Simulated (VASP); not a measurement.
**GaAs: single point with LDA**

The system is GaAs.

```xyz
2
Lattice="0.0000 2.8268 2.8551 2.8268 0.0000 2.8551 2.8268 2.8268 0.0000" Properties=species:S:1:pos:R:3 pbc="T T T"
Ga    0.0000    0.0000    0.0000
As    4.2403    4.2403    4.2827
```

This cell differs from its parent crystal: zz strain of +1 %.

```
Program             : VASP 6.6.1
Task                : single point
Functional          : LDA
Potentials or basis : VASP PAW LDA potentials, release 64 (Ga_d, As)
Cutoff              : 520 eV
k mesh              : 11 × 11 × 11
Occupations         : fermi-dirac, width 0.05 eV
Spin                : no spin polarisation
```

```
Pressure               : -2.2 GPa
Band gap on the k mesh : 0.24 eV
```

Stress tensor (GPa, compression positive):
```
-2.03  0.00  0.00
 0.00 -2.03  0.00
 0.00  0.00 -2.66
```

Levels at points of the mesh, in eV from the valence-band top:
```
           k point  band 6  band 7  band 8  band 9  band 10  band 11  band 12  band 13
(0.00, 0.00, 0.00)  -12.71   -0.06    0.00    0.00     0.24     3.64     3.64     3.67
```

It took 79 s on 1 thread of Intel(R) Xeon(R) 6975P-C (Granite Rapids), on a shared host, peak memory 0.22 GiB.

Caveat: the cell differs from its parent crystal (zz strain of +1 %).
